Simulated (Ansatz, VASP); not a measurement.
**One calculation of SiC, two programs**

```xyz
2
Lattice="0.0000 2.2089 2.2089 2.2089 0.0000 2.2089 2.2089 2.2089 0.0000" Properties=species:S:1:pos:R:3 pbc="T T T"
Si    0.0000    0.0000    0.0000
C     3.3134    3.3134    3.3134
```

Alike in both runs: task single point; functional PBE; k mesh 12 × 12 × 12; occupations gaussian, width 0.02 eV; no spin polarisation.

|  | VASP | Ansatz |
| --- | --- | --- |
| version | VASP 6.6.1 | Ansatz 0.2.0 |
| potentials or method | VASP PAW PBE potentials, release 64 (Si, C), cutoff 520 eV | scalar-relativistic, plane waves, PAW |
| valence electrons in the cell | 8 | 8 |

```csv
,VASP,Ansatz,Ansatz less VASP
gap on the k mesh at the Fermi level (eV),1.39,1.40,+0.001
least direct gap on the mesh (eV),4.50,4.50,+0.003
pressure (GPa),-5.3,-5.2,+0.04
```
